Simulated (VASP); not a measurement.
## BC62 (a cell with a defect): single point with PBE+D3(BJ)

BC62 (a cell with a defect):

```
C B
1.0
     7.14000    0.00000    0.00000
     0.00000    7.14000    0.00000
     0.00000    0.00000    7.14000
C B
62 1
Direct
  0.49943 0.00182 0.99882
  0.62540 0.12409 0.12459
  0.75037 0.25090 0.99856
  0.87595 0.37439 0.12509
  0.75573 0.00573 0.23880
  0.87189 0.12189 0.37284
  0.00090 0.00037 0.99856
  0.12439 0.12595 0.12509
  0.25046 0.25099 0.00046
  0.37599 0.37606 0.12599
  0.50171 0.50117 0.00117
  0.63147 0.62546 0.12546
  0.75182 0.74943 0.99882
  0.87409 0.87540 0.12459
  0.24882 0.00182 0.24943
  0.37459 0.12409 0.37540
  0.50033 0.24956 0.25033
  0.62474 0.37450 0.37474
  0.75182 0.49882 0.24943
  0.87409 0.62459 0.37540
  0.48880 0.00573 0.50573
  0.62284 0.12189 0.62189
  0.74862 0.24812 0.49862
  0.87426 0.37362 0.62426
  0.74862 0.99862 0.74812
  0.87426 0.12426 0.87362
  0.00099 0.50046 0.00046
  0.12606 0.62599 0.12599
  0.25117 0.75171 0.00117
  0.37546 0.88147 0.12546
  0.00048 0.25048 0.24959
  0.12512 0.37512 0.37507
  0.25117 0.50117 0.25171
  0.37546 0.62546 0.38147
  0.99812 0.99862 0.49862
  0.12362 0.12426 0.62426
  0.24856 0.25090 0.50037
  0.37509 0.37439 0.62595
  0.49943 0.49882 0.50182
  0.62540 0.62459 0.62409
  0.75573 0.73880 0.50573
  0.87189 0.87284 0.62189
  0.24856 0.00037 0.75090
  0.37509 0.12595 0.87439
  0.49959 0.25048 0.75048
  0.62507 0.37512 0.87512
  0.75037 0.49856 0.75090
  0.87595 0.62509 0.87439
  0.99956 0.75033 0.25033
  0.12450 0.87474 0.37474
  0.00090 0.49856 0.50037
  0.12439 0.62509 0.62595
  0.24882 0.74943 0.50182
  0.37459 0.87540 0.62409
  0.99953 0.24953 0.74953
  0.12519 0.37519 0.87519
  0.25046 0.50046 0.75099
  0.37599 0.62599 0.87606
  0.50033 0.75033 0.74956
  0.62474 0.87474 0.87450
  0.00048 0.74959 0.75048
  0.12512 0.87507 0.87512
  0.50060 0.75060 0.25060
```

* Program: VASP 6.6.1
* Task: single point
* Functional: PBE
* Dispersion: D3(BJ)
* Potentials or basis: VASP PAW PBE potentials, release 64 (C, B)
* Cutoff: 520 eV
* k mesh: 2 × 2 × 2
* Occupations: fermi-dirac, width 0.02 eV
* Spin: no spin polarisation

| Item | Value |
| --- | --- |
| Largest force | 0.021 eV/Å |
| Dispersion energy per atom | -0.191 eV |

Forces on the atoms (eV/Å):
```
C    0.003 -0.004 -0.005
C    0.001  0.003 -0.004
C   -0.007 -0.002  0.004
C   -0.007  0.007 -0.003
C   -0.012 -0.012  0.013
C    0.001  0.001  0.012
C   -0.002 -0.007  0.004
C    0.007 -0.007 -0.003
C   -0.003  0.001 -0.003
C   -0.003  0.006 -0.003
C   -0.002 -0.004 -0.004
C   -0.010  0.003  0.003
C   -0.004  0.003 -0.005
C    0.003  0.001 -0.004
C   -0.005 -0.004  0.003
C   -0.004  0.003  0.001
C    0.000  0.009  0.000
C    0.000  0.004  0.000
C   -0.004 -0.005  0.003
C    0.003 -0.004  0.001
C    0.013 -0.012 -0.012
C    0.012  0.001  0.001
C    0.002  0.000  0.002
C   -0.002  0.005 -0.002
C    0.002  0.002  0.000
C   -0.002 -0.002  0.005
C    0.001 -0.003 -0.003
C    0.006 -0.003 -0.003
C   -0.004 -0.002 -0.004
C    0.003 -0.010  0.003
C    0.010  0.010 -0.001
C   -0.005 -0.005  0.002
C   -0.004 -0.004 -0.002
C    0.003  0.003 -0.010
C    0.000  0.002  0.002
C    0.005 -0.002 -0.002
C    0.004 -0.002 -0.007
C   -0.003  0.007 -0.007
C    0.003 -0.005 -0.004
C    0.001 -0.004  0.003
C   -0.012  0.013 -0.012
C    0.001  0.012  0.001
C    0.004 -0.007 -0.002
C   -0.003 -0.007  0.007
C   -0.001  0.010  0.010
C    0.002 -0.005 -0.005
C   -0.007  0.004 -0.002
C   -0.007 -0.003  0.007
C    0.009  0.000  0.000
C    0.004  0.000  0.000
C   -0.002  0.004 -0.007
C    0.007 -0.003 -0.007
C   -0.005  0.003 -0.004
C   -0.004  0.001  0.003
C    0.006  0.006  0.006
C   -0.001 -0.001 -0.001
C   -0.003 -0.003  0.001
C   -0.003 -0.003  0.006
C    0.000  0.000  0.009
C    0.000  0.000  0.004
C    0.010 -0.001  0.010
C   -0.005  0.002 -0.005
B    0.005  0.005  0.005
```

Levels at points of the mesh, in eV from the Fermi level:
```csv
k point,band 122,band 123,band 124,band 125,band 126,band 127,band 128,band 129
"(0.00, 0.00, 0.00)",-3.39,-2.16,-2.16,-2.04,0.32,0.32,2.16,2.74
"(0.50, 0.00, 0.00)",-3.49,-3.25,-3.08,-2.41,-0.16,-0.01,1.82,2.55
"(0.50, 0.50, 0.00)",-3.04,-2.77,-2.49,-2.33,-0.30,0.12,1.83,3.93
"(0.50, 0.50, 0.50)",-3.40,-3.40,-2.93,-2.93,0.12,0.12,2.07,4.23
```

Run time: 8.4 min on 1 thread of Oxide Virtual Turin-like Processor (shared host), peak memory 0.46 GiB.

Caveat: the k points lie up to 0.44 Å⁻¹ apart; the cell carries a net charge on a neutralising background, which shifts energy and pressure; the cell is charged against a uniform background, so pressure and absolute levels hang on convention.
